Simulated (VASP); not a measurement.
# BN (P1) in VASP: notebook, part 2 of 2

VASP 6.6.1. Earlier steps stand in the parts before.

**5. Single point, LDA (volume scaled by 1.06)**

INCAR reads:

```
SYSTEM = BN
  ALGO = Normal
  EDIFF = 1E-7
  ENCUT = 520
  ISIF = 2
  ISMEAR = -1
  LASPH = .TRUE.
  LCHARG = .FALSE.
  LREAL = .FALSE.
  LWAVE = .FALSE.
  NBANDS = 11
  NELM = 100
  PREC = Accurate
  SIGMA = 0.05
```

KPOINTS reads:

```
k-points
0
G
  13 13 9
  0 0 0
```

POSCAR reads:

```
BN
1.0
    2.5572306852      0.0000000000      0.0000000000
   -1.2711622815      2.2189130743      0.0000000000
   -0.6430342018     -1.1094565371      3.0818205403
N B
1 1
Direct
    0.6685060000      0.3323850000      0.9849990000
    0.9796430000      0.9834990000      0.0018060000
```

Potentials or basis: VASP PAW LDA potentials, release 64 (N, B).

Launch:

```console
$ cat potpaw_LDA.64/N/POTCAR potpaw_LDA.64/B/POTCAR > POTCAR
$ mpirun -np 1 vasp_std > vasp.out
```

OUTCAR:

```text
SYSTEM = BN
   EDIFF = 1E-7
   ENCUT = 520
   ISIF = 2
   ISMEAR = -1
   LASPH = .TRUE.
   LREAL = .FALSE.
   NELM = 100
   PREC = Accurate

 ion  position               nearest neighbor table
   1  0.669  0.332  0.985-   2 1.43   2 1.46   2 1.55
   2  0.980  0.983  0.002-   1 1.43   1 1.46   1 1.55

  LATTYP: Found a face centered orthorhombic cell.
 ALAT       =     2.5646729168
 B/A-ratio  =     1.7253460764
 C/A-ratio  =     2.4032854405

  Lattice vectors:

 A1 = (  -1.9141964833,   1.1094565372,   3.0818205403)
 A2 = (   0.6430342019,   1.1094565372,   3.0818205403)
 A3 = (  -1.2711622815,   2.2189130743,   0.0000000000)

Analysis of symmetry for initial positions (statically):
=====================================================================
 Subroutine PRICEL returns:
 Original cell was already a primitive cell.

 Routine SETGRP: Setting up the symmetry group for a
 face centered orthorhombic supercell.

 Subroutine GETGRP returns: Found  1 space group operations
 (whereof  1 operations were pure point group operations)
 out of a pool of  8 trial point group operations.

The static configuration has the point symmetry C_1 .

Analysis of symmetry for dynamics (positions and initial velocities):
[... 187 lines left out ...]
 k-point     1 :       0.0000    0.0000    0.0000
  band No.  band energies     occupation
      1     -14.8329      2.00000
      2      -0.7759      2.00000
      3       0.3513      2.00000
      4       1.9220      2.00000
      5       7.8909      0.00000
      6      12.4780      0.00000
      7      14.5316      0.00000
      8      14.8965      0.00000
      9      16.7653      0.00000
     10      26.9129      0.00000
     11      29.1119      0.00000
[... 309 lines left out ...]
 k-point    24 :       0.2308    0.1538    0.0000
  band No.  band energies     occupation
      1     -12.7528      2.00000
      2      -3.5915      2.00000
      3      -2.0040      2.00000
      4       0.4137      2.00000
      5       9.3533      0.00000
      6      12.5977      0.00000
      7      14.4348      0.00000
      8      17.7626      0.00000
      9      19.2931      0.00000
     10      22.3337      0.00000
     11      26.2994      0.00000

 [... further k-points ...]
[... 5 lines left out ...]
  --------------------------------------------------------------------------------------
  -------------------------------------------------------------------------------------
  Total       -3.3052487     -2.5398465      0.2008566     -0.3094791      0.1075068      0.0457344
  in kB     -302.8288083   -232.7022150     18.4026013    -28.3546586      9.8498324      4.1902142
  external PRESSURE =    -172.3761407 kB  Pullay stress =       0.0000000 kB

 VOLUME and BASIS-vectors are now :
 -----------------------------------------------------------------------------
  energy-cutoff  :      520.00
  volume of cell :       17.49
      direct lattice vectors                 reciprocal lattice vectors
     2.557230685  0.000000000  0.000000000     0.391048022  0.224022068  0.162241764
    -1.271162282  2.218913074  0.000000000     0.000000000  0.450671102  0.162241764
    -0.643034202 -1.109456537  3.081820540     0.000000000  0.000000000  0.324483527

 POSITION                                       TOTAL-FORCE (eV/Angst)
 -----------------------------------------------------------------------------------
      0.65362     -0.35528      3.03559        -1.414769     -1.777402      0.649502
      1.25382      2.18030      0.00557         1.414769      1.777402     -0.649502
 -----------------------------------------------------------------------------------
    total drift:                                0.000017     -0.000133      0.000013

  FREE ENERGIE OF THE ION-ELECTRON SYSTEM (eV)
  ---------------------------------------------------
  free  energy   TOTEN  =       -19.0896584021 eV

  energy  without entropy=      -19.0896584021  energy(sigma->0) =      -19.08965840
```

stdout:

```text
POSCAR found type information on POSCAR N B
 POSCAR found :  2 types and       2 ions
 scaLAPACK will be used
 LDA part: xc-table for (Slater(with rela. corr.)+CA(PZ))
 , standard interpolation
 -----------------------------------------------------------------------------
|                                                                             |
|           W    W    AA    RRRRR   N    N  II  N    N   GGGG   !!!           |
|           W    W   A  A   R    R  NN   N  II  NN   N  G    G  !!!           |
|           W    W  A    A  R    R  N N  N  II  N N  N  G       !!!           |
|           W WW W  AAAAAA  RRRRR   N  N N  II  N  N N  G  GGG   !            |
|           WW  WW  A    A  R   R   N   NN  II  N   NN  G    G                |
|           W    W  A    A  R    R  N    N  II  N    N   GGGG   !!!           |
|                                                                             |
|     Your reciprocal lattice and k-lattice belong to different lattice       |
|     classes:                                                                |
|                                                                             |
|        The reciprocal lattice is body-centered orthorhombic,                |
|        whereas your k-lattice is base-centered monoclinic.                  |
|                                                                             |
|     Results are often still useful ...                                      |
|                                                                             |
 -----------------------------------------------------------------------------

 POSCAR, INCAR and KPOINTS ok, starting setup
 FFT: planning ... GRIDC
 FFT: planning ... GRID_SOFT
 FFT: planning ... GRID
 WAVECAR not read
 entering main loop
```

Wall time 2.2 min (1 thread of Intel Xeon Platinum 8259CL at 2.50GHz (Skylake/Cascade Lake), shared host); peak memory 0.24 GiB.

Results:

| Item | Value |
| --- | --- |
| Free energy | -19.0897 eV |
| Pressure | -17.2 GPa |
| Largest force | 2.363 eV/Å |
| Band gap on the k mesh | 2.66 eV, indirect (least direct gap 4.26 eV) |

Forces on the atoms (eV/Å):
```
N   -1.415 -1.777  0.650
B    1.415  1.777 -0.650
```

Levels at points of the mesh, in eV from the valence-band top:
```csv
k point,band 2,band 3,band 4,band 5,band 6,band 7
"(0.00, 0.00, 0.00)",-3.69,-2.56,-0.99,4.97,9.56,11.62
```

Caveat: forces of over 1 eV/Å act on the atoms, so gaps and moduli don't describe the material at rest. A k mesh can miss the band edges.

**6. Summary**

```tsv
level	potentials or basis	cell	gap on the mesh (eV)	pressure (GPa)	largest force (eV/Å)
PBEsol	VASP PAW PBE potentials, release 64 (N, B)	a = 2.525, b = 2.525, c = 3.295 Å, angles 101.1, 101.1, 119.8°, 2 atoms	2.72	-3.3	2.62
LDA	VASP PAW LDA potentials, release 64 (N, B)	a = 2.541, b = 2.541, c = 3.317 Å, angles 101.1, 101.1, 119.8°, 2 atoms	2.65	-13.1	2.47
PBEsol	VASP PAW PBE potentials, release 64 (N, B)	a = 2.541, b = 2.541, c = 3.317 Å, angles 101.1, 101.1, 119.8°, 2 atoms	2.72	-8.0	2.51
LDA	VASP PAW LDA potentials, release 64 (N, B)	a = 2.557, b = 2.557, c = 3.338 Å, angles 101.1, 101.1, 119.8°, 2 atoms	2.66	-17.2	2.36
```

Alike in all rows: task single point; no spin polarisation; k mesh 13 × 13 × 9; cutoff (eV) 520; smearing fermi-dirac 0.05 eV.

Caveats: the PAW data sets were made with another functional, which shifts forces and pressure a little (some runs); forces of over 1 eV/Å act on the atoms, so gaps and moduli don't describe the material at rest (some runs).

Absolute energies hang on the potentials; compare differences alone.
